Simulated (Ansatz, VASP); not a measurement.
## One calculation of TaN, two programs

File INCAR:

```
SYSTEM = TaN
PREC = Accurate ; ENCUT = 520
EDIFF = 1E-6 ; ISMEAR = 0
SIGMA = 0.15 ; LREAL = .False.
LASPH = .True. ; NELM = 100
ALGO = Normal ; ISIF = 2
LWAVE = .False. ; LCHARG = .False.
GGA = PS ; NBANDS = 24
```

File KPOINTS:

```
Automatic mesh
0
Gamma
  20 20 12
  0 0 0
```

File POSCAR:

```
TaN
1.0
    0.0000000000      0.0000000000      2.8707276426
    2.9239890448      0.0000000000      0.0000000000
    0.0000000000      5.0644975863      0.0000000000
Ta N
2 2
Direct
    0.5000000000      0.0769496727      0.3333333333
    0.5000000000      0.4230503273      0.8333333333
    0.0000000000      0.5331474271      0.5000000000
    0.0000000000     -0.0331474271      0.0000000000
```

Input for Ansatz:

```yaml
crystal:
  lattice:
    - [0.0, 0.0, 2.8707276426]
    - [2.9239890448, 0.0, 0.0]
    - [0.0, 5.0644975863, 0.0]
  atoms:
    - { symbol: Ta, position: [0.5, 0.0769496727, 0.3333333333] }
    - { symbol: Ta, position: [0.5, 0.4230503273, 0.8333333333] }
    - { symbol: "N", position: [0.0, 0.5331474271, 0.5] }
    - { symbol: "N", position: [0.0, -0.0331474271, 0.0] }
basis:
  ecutwfc: 420
kpoints:
  mp_grid: { grid: [20, 20, 12] }
hamiltonian:
  xc: pbesol
scf:
  occupations: { method: gaussian, width: 0.15 }
output:
  forces: true
  stress: true
  eigenvalues: true
```

Change from the starting cell: mode 4 (178.8 1/cm) frozen in, largest displacement +0.225 Å.

Alike in both runs: task single point; functional PBEsol; k mesh 20 × 20 × 12; occupations gaussian, width 0.15 eV; no spin polarisation.

```csv
,VASP,Ansatz
version,VASP 6.6.1,Ansatz 0.2.0
potentials or method,"VASP PAW PBE potentials, release 64 (Ta_pv, N), cutoff 520 eV","scalar-relativistic, plane waves, PAW"
valence electrons in the cell,32,36
```

|  | VASP | Ansatz | Ansatz less VASP |
| --- | --- | --- | --- |
| gap on the k mesh at the Fermi level (eV) | none | none | - |
| pressure (GPa) | 7.2 | 6.3 | -0.90 |
| traceless stress, the component that is largest in VASP (GPa) | 10.45 | 10.53 | +0.077 |
| rms of the force components (eV/Å) | 1.793 | 1.789 | -0.0035 |

VASP's potentials were made for PBE, not for PBEsol. Atom by atom the forces differ by 0.009 eV/Å (rms over components). A gap of «none» marks a metal or a gap that the smearing closes. VASP's potentials hold 32 valence electrons a cell and Ansatz's 36, so a difference there can come from the potentials and not from the codes.

Spin-orbit coupling is off throughout.
